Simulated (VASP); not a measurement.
Wanted: the native input for a VASP 6.6.1 run.

| Property | Result |
| --- | --- |
| Task | single point |
| Functional | r2SCAN |
| Potentials or basis | VASP PAW PBE potentials, release 64 (Sn_d, Te) |
| Cutoff | 520 eV |
| k mesh | 13 × 13 × 13 |
| Occupations | fermi-dirac, width 0.08 eV |
| Spin | no spin polarisation |
| Dipole correction | no |
| Further INCAR settings | ALGO = Normal; EDIFF = 1e-06; NBANDS = 17 |

SnTe (rocksalt type):

```xyz
2
Lattice="0.0000 2.8539 2.8539 2.8539 0.0000 2.8539 2.8539 2.8539 0.0000" Properties=species:S:1:pos:R:3 pbc="T T T"
Sn    0.0000    0.0000    0.0000
Te    2.8539    2.8539    2.8539
```

These files were run (other wordings do the same):

POSCAR

```
SnTe
1.0
    0.0000000000      2.8538713123      2.8538713123
    2.8538713123      0.0000000000      2.8538713123
    2.8538713123      2.8538713123      0.0000000000
Sn Te
1 1
Direct
    0.0000000000      0.0000000000      0.0000000000
    0.5000000000      0.5000000000      0.5000000000
```

INCAR.step1

```
SYSTEM = SnTe
  PREC = Accurate
  ENCUT = 520
  ISMEAR = -1
  SIGMA = 0.08
  LREAL = .FALSE.
  LASPH = .TRUE.
  NELM = 100
  NBANDS = 17
  GGA = PE
  ALGO = Normal
  EDIFF = 1E-4
  LWAVE = .TRUE.
  LCHARG = .FALSE.
```

INCAR.step2

```
SYSTEM = SnTe
  PREC = Accurate
  ENCUT = 520
  EDIFF = 1E-6
  ISMEAR = -1
  SIGMA = 0.08
  LREAL = .FALSE.
  LASPH = .TRUE.
  NELM = 100
  ALGO = Normal
  ISIF = 2
  LWAVE = .FALSE.
  LCHARG = .FALSE.
  METAGGA = R2SCAN
  LMIXTAU = .TRUE.
  NBANDS = 17
  ISTART = 1
```

KPOINTS

```
regular mesh
0
G
  13 13 13
  0 0 0
```

Potentials or basis: VASP PAW PBE potentials, release 64 (Sn_d, Te).

Launch:

```console
$ cat potpaw_PBE.64/Sn_d/POTCAR potpaw_PBE.64/Te/POTCAR > POTCAR
$ cp INCAR.step1 INCAR
$ mpirun -np 1 vasp_std > vasp.out
$ cp INCAR.step2 INCAR
$ mpirun -np 1 vasp_std > vasp.out
```

It gave:

```json
{"Pressure": "29.5 GPa"}
```

Caveat: the cell stands under pressure; the PAW data sets were made with another functional, which shifts forces and pressure a little.

Wall time 6.2 min on 1 thread of Intel Xeon 8259CL, on a shared host, peak memory 0.22 GiB.
